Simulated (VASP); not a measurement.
# AlRu (P4/mmm) in VASP: further runs

The runs below take AlRu through single point, with PBEsol.

All numbers are computed with VASP 6.6.1; they aren't measurements. Logs are shortened: lines on timing, memory, paths and dates and some standing lists are left out, and cuts for length are marked.

## Step 1: The cell of the first run

Symmetry: P4/mmm, No. 123, tetragonal system. The conventional cell has a = 3.250 Å, b = 3.250 Å, c = 2.535 Å, α = 90.00°, β = 90.00°, γ = 90.00°. Within 3.3 Å of Al (site symmetry 4/mmm) lie 6 Al at 2.53 to 3.25 Å and 8 Ru at 2.62 Å. Within 3.3 Å of Ru (site symmetry 4/mmm) lie 6 Ru at 2.53 to 3.25 Å and 8 Al at 2.62 Å.

## Step 2: Single point, PBEsol

INCAR reads:

```
PREC = Accurate ; ENCUT = 520
EDIFF = 1E-6 ; ISMEAR = 0
SIGMA = 0.15 ; LREAL = F
LASPH = T ; NELM = 80
ALGO = Fast ; ISIF = 2
LWAVE = F ; LCHARG = F
GGA = PS ; NBANDS = 16
```

KPOINTS reads:

```
regular mesh
0
Gamma
  18 18 18
```

POSCAR reads:

```
AlRu
1.0
    3.2499149099      0.0000000000      0.0000000000
    0.0000000000      3.2499149099      0.0000000000
    0.0000000000      0.0000000000      2.5349336297
Al Ru
1 1
Direct
    0.0000000000      0.0000000000      0.0000000000
    0.5000000000      0.5000000000      0.5000000000
```

Potentials or basis: VASP PAW PBE potentials, release 64 (Al, Ru_pv).

Launch:

```sh
cat potpaw_PBE.64/Al/POTCAR potpaw_PBE.64/Ru_pv/POTCAR > POTCAR
mpirun -np 1 vasp_std > vasp.out
```

OUTCAR:

```text
PREC = Accurate
   ENCUT = 520
   EDIFF = 1E-6
   ISMEAR = 0
   LREAL = F
   LASPH = T
   NELM = 80
   ISIF = 2
   GGA = PS

 ion  position               nearest neighbor table
   1  0.000  0.000  0.000-   2 2.62   2 2.62   2 2.62   2 2.62   2 2.62   2 2.62   2 2.62   2 2.62

   2  0.500  0.500  0.500-   1 2.62   1 2.62   1 2.62   1 2.62   1 2.62   1 2.62   1 2.62   1 2.62

  LATTYP: Found a simple tetragonal cell.
 ALAT       =     3.2499149099
 C/A-ratio  =     0.7800000000

  Lattice vectors:

 A1 = (   3.2499149099,   0.0000000000,   0.0000000000)
 A2 = (   0.0000000000,   3.2499149099,   0.0000000000)
 A3 = (   0.0000000000,   0.0000000000,   2.5349336297)

Analysis of symmetry for initial positions (statically):
=====================================================================
 Subroutine PRICEL returns:
 Original cell was already a primitive cell.

 Routine SETGRP: Setting up the symmetry group for a
 simple tetragonal supercell.

 Subroutine GETGRP returns: Found 16 space group operations
 (whereof 16 operations were pure point group operations)
 out of a pool of 16 trial point group operations.

The static configuration has the point symmetry D_4h.

Analysis of symmetry for dynamics (positions and initial velocities):
=====================================================================
 Subroutine PRICEL returns:
 Original cell was already a primitive cell.

 Routine SETGRP: Setting up the symmetry group for a
 simple tetragonal supercell.

 Subroutine GETGRP returns: Found 16 space group operations
 (whereof 16 operations were pure point group operations)
 out of a pool of 16 trial point group operations.

The dynamic configuration has the point symmetry D_4h.

 Subroutine INISYM returns: Found 16 space group operations
 (whereof 16 operations are pure point group operations),
 and found     1 'primitive' translations

----------------------------------------------------------------------------------------

                                     Primitive cell

  volume of cell :      26.7738

  direct lattice vectors                    reciprocal lattice vectors
     3.249914910  0.000000000  0.000000000     0.307700364  0.000000000  0.000000000
     0.000000000  3.249914910  0.000000000     0.000000000  0.307700364  0.000000000
     0.000000000  0.000000000  2.534933630     0.000000000  0.000000000  0.394487646

  length of vectors
     3.249914910  3.249914910  2.534933630     0.307700364  0.307700364  0.394487646

  position of ions in fractional coordinates (direct lattice)
     0.000000000  0.000000000  0.000000000
     0.500000000  0.500000000  0.500000000

  ion indices of the primitive-cell ions
   primitive index   ion index
                 1           1
                 2           2

----------------------------------------------------------------------------------------

 KPOINTS: regular mesh

Automatic generation of k-mesh.
 Grid dimensions read from file:
 generate k-points for:   18   18   18

 Generating k-lattice:

  Cartesian coordinates                     Fractional coordinates (reciprocal lattice)
     0.017094465  0.000000000  0.000000000     0.055555556  0.000000000  0.000000000
     0.000000000  0.017094465  0.000000000     0.000000000  0.055555556  0.000000000
     0.000000000  0.000000000  0.021915980     0.000000000  0.000000000  0.055555556

  Length of vectors
     0.017094465  0.017094465  0.021915980

  Shift w.r.t. Gamma in fractional coordinates (k-lattice)
     0.000000000  0.000000000  0.000000000

 Subroutine IBZKPT returns following result:
 ===========================================

 Found    550 irreducible k-points:

 Following reciprocal coordinates:
            Coordinates               Weight
  0.000000  0.000000  0.000000      1.000000
  0.055556  0.000000  0.000000      4.000000
  0.111111  0.000000  0.000000      4.000000
  0.166667  0.000000  0.000000      4.000000
  0.222222  0.000000  0.000000      4.000000
  0.277778  0.000000  0.000000      4.000000
[... 16 lines left out ...]
  0.277778  0.111111  0.000000      8.000000
  0.333333  0.111111  0.000000      8.000000
 [... further k-points ...]
   k-points           NKPTS =    550   k-points in BZ     NKDIM =    550   number of bands    NBANDS=     16
   number of dos      NEDOS =    301   number of ions     NIONS =      2
   total plane-waves  NPLWV =  11520
   dimension x,y,z NGX =    24 NGY =   24 NGZ =   20
   dimension x,y,z NGXF=    48 NGYF=   48 NGZF=   40
   ions per type =               1   1
   NGX,Y,Z   is equivalent  to a cutoff of  12.28, 12.28, 13.12 a.u.
   NGXF,Y,Z  is equivalent  to a cutoff of  24.55, 24.55, 26.23 a.u.
 SYSTEM =  unknown system
   PREC   = accura    normal or accurate (medium, high low for compatibility)
   ISTART =      0    job   : 0-new  1-cont  2-samecut
   ICHARG =      2    charge: 1-file 2-atom 10-const
   ISPIN  =      1    spin polarized calculation?
   LNONCOLLINEAR =      F non collinear calculations
   LSORBIT =      F    spin-orbit coupling
   LASPH  =      T    aspherical Exc in radial PAW
   ENCUT  =  520.0 eV  38.22 Ry    6.18 a.u.   6.04  6.04  4.71*2*pi/ulx,y,z
   NELM   =     80;   NELMIN=  2; NELMDL= -5     # of ELM steps
   EDIFF  = 0.1E-05   stopping-criterion for ELM
   LREAL  =      F    real-space projection
[... 7 lines left out ...]
   TEBEG  =    0.0;   TEEND  =   0.0 temperature during run
   PSTRESS=    0.0 pullay stress
   NELECT =      17.0000    total number of electrons
   NUPDOWN=      -1.0000    fix difference up-down
   EMIN   =  10.00;   EMAX   =-10.00  energy-range for DOS
   EFERMI =   0.00;   METHOD = LEGACY
   ISMEAR =     0;   SIGMA  =   0.15  broadening in eV -4-tet -1-fermi 0-gaus
   EFERMI_NEDOS =   21; number of points for ismear=-14 and -15
   IALGO  =     68    algorithm
   IMIX   =      4    mixing-type and parameters
     AMIX     =   0.40;   BMIX     =  1.00
     AMIX_MAG =   1.60;   BMIX_MAG =  1.00
  volume/ion in A,a.u.               =      13.39        90.34
  Fermi-wavevector in a.u.,A,eV,Ry     =   1.407087  2.659009 26.938090  1.979894
  Thomas-Fermi vector in A             =   2.529382
   LORBIT       =      0    0 simple, 1 ext, 2 COOP (PROOUT), +10 PAW based schemes
   GGA     = PS    functional components
   LHFCALC =     F    Hartree Fock is set to
   AEXX    =    0.0000 exact exchange contribution
   IVDW    =     0    specifies the selected vdW correction
   LEPSILON=     F    determine dielectric tensor
   LRPA    =     F    only Hartree local field effects (RPA)
 non-spin polarized calculation
 RMM-DIIS sequential band-by-band and
 Gauss-broadening in eV      SIGMA  =   0.15
  energy-cutoff  :      520.00
  volume of cell :       26.77
 maximum number of plane-waves:       740
   NGX = 13   NGY = 13   NGZ =  9

 number of electron      17.0000006 magnetization

 Free energy of the ion-electron system (eV)
  ---------------------------------------------------
  ext. energy  EPLUGINS =         0.00000000
  ---------------------------------------------------
  free energy    TOTEN  =       -14.78075928 eV

  energy without entropy =      -14.76106849  energy(sigma->0) =      -14.77091388

 E-fermi :  11.2090     XC(G=0): -12.6734

 val. band max:       11.2085122818   @ k =   0.5000   0.0556   0.1111
 cond. band min:      11.2106548103   @ k =   0.2778   0.2222   0.0556
 fundamental gap:      0.0021425285
 Fermi energy:        11.2090344841

 k-point     1 :       0.0000    0.0000    0.0000
  band No.  band energies     occupation
      1     -31.1962      2.00000
      2     -31.1962      2.00000
      3     -30.7173      2.00000
      4       0.8572      2.00000
      5       6.6224      2.00000
      6       6.9228      2.00000
[... 8 lines left out ...]
     15      22.7751      0.00000
     16      27.6089      0.00000

 k-point     2 :       0.0556    0.0000    0.0000
  band No.  band energies     occupation
      1     -31.1990      2.00000
      2     -31.1960      2.00000
      3     -30.7172      2.00000
      4       0.9078      2.00000
      5       6.6271      2.00000
      6       6.9314      2.00000
[... 8 lines left out ...]
     15      22.8428      0.00000
     16      27.3945      0.00000

 k-point     3 :       0.1111    0.0000    0.0000
  band No.  band energies     occupation
      1     -31.2072      2.00000
      2     -31.1953      2.00000
      3     -30.7167      2.00000
      4       1.0585      2.00000
      5       6.6372      2.00000
      6       6.9518      2.00000
[... 8 lines left out ...]
     15      23.0419      0.00000
     16      27.0918      0.00000

 k-point     4 :       0.1667    0.0000    0.0000
  band No.  band energies     occupation
      1     -31.2197      2.00000
      2     -31.1943      2.00000
      3     -30.7161      2.00000
      4       1.3059      2.00000
      5       6.6368      2.00000
      6       6.9699      2.00000
[... 8 lines left out ...]
     15      23.3618      0.00000
     16      26.1417      0.00000

 k-point     5 :       0.2222    0.0000    0.0000
  band No.  band energies     occupation
      1     -31.2349      2.00000
      2     -31.1931      2.00000
      3     -30.7153      2.00000
      4       1.6445      2.00000
      5       6.5864      2.00000
      6       6.9770      2.00000
[... 8 lines left out ...]
     15      23.7876      0.00000
     16      25.2035      0.00000

 k-point     6 :       0.2778    0.0000    0.0000
  band No.  band energies     occupation
      1     -31.2511      2.00000
      2     -31.1918      2.00000
      3     -30.7144      2.00000
      4       2.0666      2.00000
      5       6.4169      2.00000
      6       6.9863      2.00000
[... 8 lines left out ...]
     15      24.2570      0.00000
     16      24.3030      0.00000
[... 267 lines left out ...]
 k-point    21 :       0.1667    0.1111    0.0000
  band No.  band energies     occupation
      1     -31.2187      2.00000
      2     -31.2051      2.00000
      3     -30.7155      2.00000
      4       1.4958      2.00000
      5       6.6547      2.00000
      6       7.0371      2.00000
[... 8 lines left out ...]
     15      23.6219      0.00000
     16      25.2121      0.00000

 k-point    22 :       0.2222    0.1111    0.0000
  band No.  band energies     occupation
      1     -31.2338      2.00000
      2     -31.2038      2.00000
      3     -30.7147      2.00000
      4       1.8244      2.00000
      5       6.6111      2.00000
      6       7.0575      2.00000
[... 8 lines left out ...]
     15      24.0411      0.00000
     16      24.6174      0.00000

 k-point    23 :       0.2778    0.1111    0.0000
  band No.  band energies     occupation
      1     -31.2499      2.00000
      2     -31.2024      2.00000
      3     -30.7138      2.00000
      4       2.2320      2.00000
      5       6.4528      2.00000
      6       7.0613      2.00000
[... 8 lines left out ...]
     15      24.2070      0.00000
     16      24.5461      0.00000

 k-point    24 :       0.3333    0.1111    0.0000
  band No.  band energies     occupation
      1     -31.2650      2.00000
      2     -31.2011      2.00000
      3     -30.7130      2.00000
      4       2.7068      2.00000
      5       6.1287      2.00000
      6       7.0717      2.00000
[... 8 lines left out ...]
     15      24.3002      0.00000
     16      25.1206      0.00000

 [... further k-points ...]
[... 5 lines left out ...]
  --------------------------------------------------------------------------------------
  -------------------------------------------------------------------------------------
  Total       -2.1605263     -2.1605263      7.4772185      0.0000000     -0.0000000      0.0000000
  in kB     -129.2884003   -129.2884003    447.4454335      0.0000000     -0.0000000      0.0000000
  external PRESSURE =      62.9562110 kB  Pullay stress =       0.0000000 kB

 VOLUME and BASIS-vectors are now :
 -----------------------------------------------------------------------------
  energy-cutoff  :      520.00
  volume of cell :       26.77
      direct lattice vectors                 reciprocal lattice vectors
     3.249914910  0.000000000  0.000000000     0.307700364  0.000000000  0.000000000
     0.000000000  3.249914910  0.000000000     0.000000000  0.307700364  0.000000000
     0.000000000  0.000000000  2.534933630     0.000000000  0.000000000  0.394487646

 POSITION                                       TOTAL-FORCE (eV/Angst)
 -----------------------------------------------------------------------------------
      0.00000      0.00000      0.00000         0.000000      0.000000      0.000000
      1.62496      1.62496      1.26747         0.000000      0.000000      0.000000
 -----------------------------------------------------------------------------------
    total drift:                                0.000000     -0.000000     -0.000000

  FREE ENERGIE OF THE ION-ELECTRON SYSTEM (eV)
  ---------------------------------------------------
  free  energy   TOTEN  =       -14.7807592755 eV

  energy  without entropy=      -14.7610684906  energy(sigma->0) =      -14.77091388
```

Wall time 56 s (1 thread of Intel Xeon 6975P-C (Granite Rapids), shared host); peak memory 0.32 GiB.

What came out:

```
Free energy : -14.7808 eV
Pressure    : 6.3 GPa
```

Stress tensor (GPa, compression positive):
```
-12.93   0.00   0.00
  0.00 -12.93   0.00
  0.00   0.00  44.74
```

Caveat: the PAW data sets were made with another functional, which shifts forces and pressure a little.

[end of part 1 of 2]
